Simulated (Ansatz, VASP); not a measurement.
**Two plane-wave programs on Zr2B**

```xyz
6
Lattice="4.5192 0.0000 0.0000 -2.2596 3.9137 0.0000 0.0000 0.0000 5.7850" Properties=species:S:1:pos:R:3 pbc="T T T"
Zr    0.0000    2.6091    2.8925
Zr    2.2596    1.3046    2.8925
Zr    0.0000    0.0000    1.2191
Zr    0.0000    0.0000    4.5659
B     0.0000    2.6091    0.0000
B     2.2596    1.3046    0.0000
```

Alike in both runs: functional PBE; k mesh 6 × 6 × 4; occupations gaussian, width 0.1 eV; no spin polarisation.

Ansatz relaxed the structure, and its values are those at the end. VASP's run is a single point on that final structure, the one shown.

|  | VASP | Ansatz |
| --- | --- | --- |
| version | VASP 6.6.1 | Ansatz 0.2.0 |
| potentials or method | VASP PAW PBE potentials, release 64 (Zr_sv, B), cutoff 520 eV | scalar-relativistic, plane waves, PAW |
| valence electrons in the cell | 54 | 54 |

```tsv
	VASP	Ansatz	Ansatz less VASP
gap on the k mesh at the Fermi level (eV)	none	none	-
pressure (GPa)	0.1	0.0	-0.14
rms of the force components (eV/Å)	0.024	0.007	-0.0168
```

A gap of «none» marks a metal or a gap that the smearing closes.
